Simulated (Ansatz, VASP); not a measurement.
One calculation of HgTe, two programs

INCAR

```
PREC = Accurate ; ENCUT = 520
EDIFF = 1E-7 ; ISMEAR = -1
SIGMA = 0.03 ; LREAL = False
LASPH = True ; NELM = 80
ALGO = Normal ; ISIF = 2
LWAVE = False ; LCHARG = False
NBANDS = 16
```

Contents of KPOINTS:

```
Automatic mesh
0
Gamma
  11 11 11
```

File POSCAR:

```
HgTe
1.0
    0.0000000000      3.2501417040      3.2501417040
    3.2501417040      0.0000000000      3.2501417040
    3.2501417040      3.2501417040      0.0000000000
Hg Te
1 1
Direct
    0.0000000000      0.0000000000      0.0000000000
    0.7500000000      0.7500000000      0.7500000000
```

Input for Ansatz:

```yaml
crystal:
  lattice:
    - [0.0, 3.250141704, 3.250141704]
    - [3.250141704, 0.0, 3.250141704]
    - [3.250141704, 3.250141704, 0.0]
  atoms:
    - { symbol: Hg, position: [0.0, 0.0, 0.0] }
    - { symbol: Te, position: [0.75, 0.75, 0.75] }
kpoints:
  mp_grid: { grid: [11, 11, 11] }
scf:
  occupations: { method: fermi_dirac, width: 0.03 }
hamiltonian:
  xc: lda
  pseudopotentials: { kind: all_electron, lapw: { basis_error: 0.0005 } }
output:
  forces: true
  stress: true
  eigenvalues: true
```

Change from the starting cell: volume scaled by 1.025.

Alike in both runs: task single point; functional LDA; k mesh 11 × 11 × 11; occupations fermi-dirac, width 0.03 eV; no spin polarisation.

```csv
,VASP,Ansatz
version,VASP 6.6.1,Ansatz 0.2.0
potentials or method,"VASP PAW LDA potentials, release 64 (Hg, Te), cutoff 520 eV","all-electron LAPW, scalar-relativistic"
```

```csv
,VASP,Ansatz,Ansatz less VASP
pressure (GPa),-1.1,-1.3,-0.22
```

LDA's correlation is that of Perdew and Zunger in VASP and of Perdew and Wang (1992) in Ansatz. Ansatz ran all-electron here, and VASP with PAW potentials.

Spin-orbit coupling is off throughout.
